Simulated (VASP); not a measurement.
A run of VASP 6.6.1:

INCAR

```
ALGO = Normal
EDIFF = 1E-7
EDIFFG = -0.002
ENCUT = 600
IBRION = 2
ISIF = 3
ISMEAR = 0
LASPH = T
LCHARG = F
LREAL = F
LWAVE = F
NELM = 100
NSW = 100
PREC = Accurate
PSTRESS = 40.0
SIGMA = 0.01
```

The input KPOINTS:

```
k-points
0
Gamma
  8 8 8
```

File POSCAR:

```
InP
1.0
    2.9136593589      2.9136593589      0.0000000000
   -2.9136593589      2.9136593589      0.0000000000
    0.0000000000      2.9136593589      2.9136593589
In P
1 1
Direct
    0.0000000000      0.0000000000      0.0000000000
    0.7500000000      0.2500000000      0.5000000000
```

Potentials or basis: VASP PAW LDA potentials, release 64 (In_d, P).

The run is started by

```sh
$ cat potpaw_LDA.64/In_d/POTCAR potpaw_LDA.64/P/POTCAR > POTCAR
$ mpirun -np 1 vasp_std > vasp.out
```

Hardware: 1 thread of Intel(R) Xeon(R) Platinum 8488C (Sapphire Rapids), with other jobs on the host.

Task: How long does it take, and how much memory?

Result: Wall time 91 s on 1 thread of Intel(R) Xeon(R) Platinum 8488C (Sapphire Rapids), with other jobs on the host, peak memory 0.18 GiB. Counts: scf iterations 47, k points 29, ion steps 6.
